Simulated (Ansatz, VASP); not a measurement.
## C: VASP beside Ansatz

The input INCAR:

```
PREC = Accurate
ENCUT = 520
EDIFF = 1E-6
ISMEAR = -1
SIGMA = 0.05
LREAL = F
LASPH = T
NELM = 60
ALGO = Normal
ISIF = 2
LWAVE = F
LCHARG = T
GGA = CA
LELF = T
LVHAR = T
NBANDS = 11
```

File KPOINTS:

```
Automatic mesh
0
Gamma
  13 13 13
```

Contents of POSCAR:

```
C
1.0
    0.0000000000      1.7469644787      1.7469644787
    1.7469644787      0.0000000000      1.7469644787
    1.7469644787      1.7469644787      0.0000000000
C
2
Direct
    0.7500000000      0.7500000000      0.7500000000
    0.5000000000      0.5000000000      0.5000000000
```

input.yaml

```yaml
crystal:
  lattice:
    - [0.0, 1.7469644787, 1.7469644787]
    - [1.7469644787, 0.0, 1.7469644787]
    - [1.7469644787, 1.7469644787, 0.0]
  atoms:
    - { symbol: C, position: [0.75, 0.75, 0.75] }
    - { symbol: C, position: [0.5, 0.5, 0.5] }
hamiltonian:
  xc: lda
  pseudopotentials: { kind: paw }
kpoints:
  mp_grid: { grid: [13, 13, 13] }
scf:
  occupations: { method: fermi_dirac, width: 0.05 }
output:
  forces: true
  stress: true
  eigenvalues: true
  write_density: true
  write_potential: true
  elf: true
  volumetric_format: npy
```

Alike in both runs: task single point; functional LDA; k mesh 13 × 13 × 13; occupations fermi-dirac, width 0.05 eV; no spin polarisation.

|  | VASP | Ansatz |
| --- | --- | --- |
| version | VASP 6.6.1 | Ansatz 0.2.0 |
| potentials or method | VASP PAW LDA potentials, release 64 (C) | Ansatz PAW |
| plane-wave cutoff (eV) | 520 | 420 |
| valence electrons in the cell | 8 | 8 |

|  | VASP | Ansatz | Ansatz less VASP |
| --- | --- | --- | --- |
| gap on the k mesh at the Fermi level (eV) | 4.26 | 4.26 | +0.005 |
| least direct gap on the mesh (eV) | 5.72 | 5.72 | -0.002 |
| pressure (GPa) | 17.8 | 16.0 | -1.81 |

LDA's correlation is that of Perdew and Zunger in VASP and of Perdew and Wang (1992) in Ansatz.

Noted on Ansatz's run: Pulay correction over one GPa; odd divisions of the mesh miss points on the zone boundary, where band edges often lie, so the gap on the mesh can be too wide.
